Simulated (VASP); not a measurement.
Write the native input for VASP 6.6.1 that does the following.

- Task: single point
- Functional: PBE
- Potentials or basis: VASP PAW PBE potentials, release 64 (Ba_sv)
- Cutoff: 400 eV
- k mesh: 6 × 6 × 1
- Occupations: fermi-dirac, width 0.1 eV
- Spin: no spin polarisation
- Dipole correction: yes
- Electric field (eV/Å): -0.1 eV/Å
- Further INCAR settings: ALGO = Normal; EDIFF = 1e-06; NBANDS = 28; NELMDL = -8; EFIELD = -0.1

The structure of Ba lies in POSCAR:

```
Ba
1.0
    7.1064158584      0.0000000000      0.0000000000
   -3.5532079292      6.1543366632      0.0000000000
    0.0000000000      0.0000000000     24.3518000000
Ba
4
Direct
    0.0000000000      0.0000000000      0.4136124001
    0.3333333333      0.6666666667      0.4997039908
    0.6666666667      0.3333333333      0.5002962971
    0.0000000000      0.0000000000      0.5863873116
```

The input as run:

INCAR

```
  PREC = Accurate
  ENCUT = 400
  EDIFF = 1E-6
  ISMEAR = -1
  SIGMA = 0.1
  LREAL = False
  LASPH = True
  NELM = 120
  ALGO = Normal
  ISIF = 2
  LWAVE = False
  LCHARG = False
  LDIPOL = True
  IDIPOL = 3
  DIPOL = 0.5 0.5 0.500
  GGA = PE
  NBANDS = 28
  EFIELD = -0.1
  GGA_COMPAT = False
  NELMDL = -8
```

KPOINTS

```
regular mesh
0
Gamma
  6 6 1
```

Potentials or basis: VASP PAW PBE potentials, release 64 (Ba_sv).

Run with:

```sh
$ cat potpaw_PBE.64/Ba_sv/POTCAR > POTCAR
$ mpirun -np 1 vasp_std > vasp.out
```

Results of the run:

```yaml
Largest_force: 0.020 eV/Å
```

Run time: 2.9 min on 1 thread of Intel(R) Xeon(R) 6975P-C (Granite Rapids), on a shared host, peak memory 0.74 GiB.
